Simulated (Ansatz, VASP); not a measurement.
## One calculation of HfMoC2, two programs

The input INCAR:

```
SYSTEM = HfMoC2
PREC = Accurate
ENCUT = 520
EDIFF = 1E-6
ISMEAR = -1
SIGMA = 0.05
LREAL = .False.
LASPH = .True.
NELM = 80
ALGO = Normal
ISIF = 2
LWAVE = .False.
LCHARG = .False.
GGA = RP
NBANDS = 24
```

File KPOINTS:

```
regular mesh
0
Gamma
  5 5 4
  0 0 0
```

The input POSCAR:

```
HfMoC2
1.0
    3.1914230000      0.0000000000      0.0000000000
    0.0000000000      3.1914230000      0.0000000000
    0.0000000000      0.0000000000      4.4851640000
Hf Mo C
1 1 2
Direct
    0.0000000000      0.0000000000      0.0000000000
    0.5000000000      0.5000000000      0.5000000000
    0.5000000000      0.5000000000      0.0000000000
    0.0000000000      0.0000000000      0.5000000000
```

The input input.yaml:

```yaml
crystal:
  lattice:
    - [3.191423, 0.0, 0.0]
    - [0.0, 3.191423, 0.0]
    - [0.0, 0.0, 4.485164]
  atoms:
    - { symbol: Hf, position: [0.0, 0.0, 0.0] }
    - { symbol: Mo, position: [0.5, 0.5, 0.5] }
    - { symbol: C, position: [0.5, 0.5, 0.0] }
    - { symbol: C, position: [0.0, 0.0, 0.5] }
hamiltonian:
  xc: rpbe
  pseudopotentials: { kind: paw }
kpoints:
  mp_grid: { grid: [5, 5, 4] }
  band_path:
    path:
      - [[0.0, 0.0, 0.0], [0.0, 0.5, 0.0], [0.5, 0.5, 0.0], [0.0, 0.0, 0.0], [0.0, 0.0, 0.5], [0.0, 0.5, 0.5], [0.5, 0.5, 0.5], [0.0, 0.0, 0.5]]
      - [[0.0, 0.5, 0.0], [0.0, 0.5, 0.5]]
      - [[0.5, 0.5, 0.0], [0.5, 0.5, 0.5]]
    npoints: 14
scf:
  occupations: { method: fermi_dirac, width: 0.05 }
  n_extra_bands: 10
output:
  forces: true
  stress: true
  eigenvalues: true
  fatbands: false
  write_density: true
  write_potential: true
  elf: true
  volumetric_format: npy
```

Alike in both runs: functional RPBE; k mesh 5 × 5 × 4; occupations fermi-dirac, width 0.05 eV; no spin polarisation.

|  | VASP | Ansatz |
| --- | --- | --- |
| version | VASP 6.6.1 | Ansatz 0.2.0 |
| potentials or method | VASP PAW PBE potentials, release 64 (Hf_pv, Mo_sv, C) | Ansatz PAW |
| plane-wave cutoff (eV) | 520 | 420 |
| valence electrons in the cell | 32 | 48 |
| task | single point | band structure |

VASP gave:

- gap on the k mesh at the Fermi level (eV): none
- pressure (GPa): 3.0
- traceless stress, the component that is largest in VASP (GPa): 4.50

Question: What did Ansatz give for the same quantities?

Answer: gap on the k mesh at the Fermi level (eV): none; pressure (GPa): 3.2; traceless stress, the component that is largest in VASP (GPa): 4.41.

VASP's potentials were made for PBE, not for RPBE. A gap of «none» marks a metal or a gap that the smearing closes. VASP's potentials hold 32 valence electrons a cell and Ansatz's 48, so a difference there can come from the potentials and not from the codes.

The k mesh is coarse, so the values compare programs but aren't converged. Neither program's run includes spin-orbit coupling.
